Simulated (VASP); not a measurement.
A run of VASP 6.6.1 is set up as follows.

The input INCAR:

```
SYSTEM = SrB2
  PREC = Accurate
  ENCUT = 600
  EDIFF = 1E-7
  ISMEAR = 0
  SIGMA = 0.1
  LREAL = .False.
  LASPH = .True.
  NELM = 100
  ALGO = Normal
  ISIF = 3
  LWAVE = .False.
  LCHARG = .False.
  GGA = PE
  IBRION = 2
  NSW = 100
  EDIFFG = -0.01
```

The input KPOINTS:

```
Automatic mesh
0
Gamma
  18 18 10
  0 0 0
```

Contents of POSCAR:

```
SrB2
1.0
    3.3059587657      0.0000000000      0.0000000000
   -1.6529793828      2.8630442749      0.0000000000
    0.0000000000      0.0000000000      4.4046549603
Sr B
1 2
Direct
    0.0000000000      0.0000000000      0.0000000000
    0.6666666667      0.3333333333      0.5000000000
    0.3333333333      0.6666666667      0.5000000000
```

Potentials or basis: VASP PAW PBE potentials, release 64 (Sr_sv, B).

Command:

```sh
$ cat potpaw_PBE.64/Sr_sv/POTCAR potpaw_PBE.64/B/POTCAR > POTCAR
$ mpirun -np 1 vasp_std > vasp.out
```

Q: What does it give for the relaxed volume?

A: 13.98 Å³/atom.

Q: What does it give for the space group after relaxing (to 0.05 Å)?

A: P6/mmm (No. 191).

Q: Predict the relaxed cell.

A: a = 3.309 Å, b = 3.309 Å, c = 4.423 Å, α = 90.00°, β = 90.00°, γ = 120.00°.

The path:
```csv
step,energy change (eV),largest force (eV/Å),pressure (GPa),volume (Å³)
1,0.0000,0.0000,0.63,41.69
2,-0.0006,0.0000,-0.18,42.02
3,-0.0007,0.0000,-0.05,41.96
4,-0.0007,0.0000,-0.01,41.94
```
